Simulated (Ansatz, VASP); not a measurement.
**C in VASP and in Ansatz**

```xyz
2
Lattice="2.0511 -1.1842 -0.0124 2.0511 1.1842 -0.0124 -1.3482 0.0000 3.5562" Properties=species:S:1:pos:R:3 pbc="T T T"
C     3.4185    0.0000   -0.0201
C    -0.6645    0.0000    3.5516
```

Alike in both runs: task single point; functional LDA; k mesh 14 × 14 × 10; occupations gaussian, width 0.05 eV; no spin polarisation.

```csv
,VASP,Ansatz
version,VASP 6.6.1,Ansatz 0.2.0
potentials or method,"VASP PAW LDA potentials, release 64 (C), cutoff 520 eV","scalar-relativistic, plane waves, PAW"
valence electrons in the cell,8,8
```

|  | VASP | Ansatz | Ansatz less VASP |
| --- | --- | --- | --- |
| gap on the k mesh at the Fermi level (eV) | 0.97 | 0.97 | +0.001 |
| least direct gap on the mesh (eV) | 0.97 | 0.97 | +0.001 |
| rms of the force components (eV/Å) | 0.007 | 0.007 | 0.0000 |

LDA's correlation is that of Perdew and Zunger in VASP and of Perdew and Wang (1992) in Ansatz. Atom by atom the forces differ by 0.000 eV/Å (rms over components).
